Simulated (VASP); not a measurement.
A run of VASP 6.6.1 is set up as follows.

INCAR

```
PREC = Accurate ; ENCUT = 520
EDIFF = 1E-6 ; ISMEAR = 0
SIGMA = 0.1 ; LREAL = F
LASPH = T ; NELM = 80
ALGO = Normal ; ISIF = 2
LWAVE = F ; LCHARG = F
GGA = PE ; NBANDS = 24
```

The input KPOINTS:

```
Automatic mesh
0
Gamma
  6 4 4
```

The input POSCAR:

```
BC
1.0
    2.4508507064      0.0000000000      0.0000000000
    0.0000000000      4.9679400467      0.0000000000
    0.0000000000      0.0000000000      4.9176320393
B C
4 4
Direct
    0.7499583262      0.3717893122      0.9575727677
    0.2500416738      0.6282106878      0.9575727677
    0.7499583262      0.1282106878      0.4575727677
    0.2500416738      0.8717893122      0.4575727677
    0.2499950503      0.9178290871      0.0831649423
    0.7500049497      0.0821709129      0.0831649423
    0.2499950503      0.5821709129      0.5831649423
    0.7500049497      0.4178290871      0.5831649423
```

Potentials or basis: VASP PAW PBE potentials, release 64 (B, C).

Run with:

```console
$ cat potpaw_PBE.64/B/POTCAR potpaw_PBE.64/C/POTCAR > POTCAR
$ mpirun -np 1 vasp_std > vasp.out
```

(1) Predict the band gap on the k mesh.

(2) What does it give for the largest force?

(3) What does it give for the pressure?

## Answers

(1) zero (bands 14 and 15 overlap by 5.33 eV).

(2) 0.019 eV/Å.

(3) 0.3 GPa.

Caveat: the k points lie up to 0.43 Å⁻¹ apart, too coarse for converged energies and pressures of a metal.
